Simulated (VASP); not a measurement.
**SiO2: single point with PBE+D3(BJ)**

SiO2:

```
Si O
1.0
     3.13002    0.00000    0.00000
    -1.56501    2.71067    0.00000
     0.00000    0.00000    3.28338
Si O
1 2
Direct
  0.33333 0.66667 0.00000
  0.00000 0.00000 0.00000
  0.33333 0.66667 0.50000
```

```json
{"Program": "VASP 6.6.1", "Task": "single point", "Functional": "PBE", "Dispersion": "D3(BJ)", "Potentials or basis": "VASP PAW PBE potentials, release 64 (Si, O)", "Cutoff": "520 eV", "k mesh": "12 × 12 × 8", "Occupations": "gaussian, width 0.02 eV", "Spin": "no spin polarisation"}
```

```yaml
Pressure: 0.2 GPa
Band_gap_on_the_k_mesh: 1.76 eV (least direct gap 3.16 eV)
Dispersion_energy_per_atom: -0.201 eV
```

Stress tensor (GPa, compression positive):
```
-0.01  0.00  0.00
 0.00 -0.01  0.00
 0.00  0.00  0.59
```

Levels at points of the mesh, in eV from the valence-band top:
```
           k point  band 4  band 5  band 6  band 7  band 8  band 9  band 10  band 11  band 12  band 13
(0.00, 0.00, 0.00)   -6.09   -6.09   -1.73   -1.73   -1.40    1.76     8.61     8.61     9.65    15.91
(0.50, 0.00, 0.00)   -7.17   -7.16   -3.07   -2.84   -1.08    4.43     8.19    11.97    12.77    13.98
(0.00, 0.00, 0.50)   -5.72   -5.72   -3.32   -1.94   -1.94    4.52     6.67     6.67    10.50    15.45
(0.50, 0.00, 0.50)   -6.51   -5.90   -4.67   -2.39   -0.68    4.36    10.34    10.37    11.00    14.63
```

Run time: 12 s on 1 thread of Intel(R) Xeon(R) 6975P-C (Granite Rapids), with other jobs on the host, peak memory 0.16 GiB.

A k mesh can miss the band edges.
